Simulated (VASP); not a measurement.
A run of VASP 6.6.1 is set up as follows.

Contents of INCAR:

```
SYSTEM = TaN
PREC = Accurate
ENCUT = 600
EDIFF = 1E-6
ISMEAR = -1
SIGMA = 0.1
LREAL = .FALSE.
LASPH = .TRUE.
NELM = 200
ALGO = Normal
ISIF = 2
LWAVE = .FALSE.
LCHARG = .FALSE.
ISPIN = 2
MAGMOM = 0 0
LORBIT = 11
LMAXMIX = 4
GGA = PE
NBANDS = 19
GGA_COMPAT = .FALSE.
```

KPOINTS

```
regular mesh
0
G
  9 9 9
  0 0 0
```

File POSCAR:

```
TaN
1.0
    0.0000000000      2.1790000000      2.1790000000
    2.1790000000      0.0000000000      2.1790000000
    2.1790000000      2.1790000000      0.0000000000
Ta N
1 1
Direct
    0.5000000000      0.5000000000      0.5000000000
    0.0000000000      0.0000000000      0.0000000000
```

Potentials or basis: VASP PAW PBE potentials, release 64 (Ta_pv, N).

Launch:

```console
$ cat potpaw_PBE.64/Ta_pv/POTCAR potpaw_PBE.64/N/POTCAR > POTCAR
$ mpirun -np 1 vasp_std > vasp.out
```

Estimate the pressure.

15.5 GPa.

Predict the band gap on the k mesh.

zero (filled and empty bands overlap).

Estimate the net moment.

0.00 μB per cell.

Caveat: the cell stands under pressure; spin-orbit coupling is left out, which moves the levels of the heavy elements.
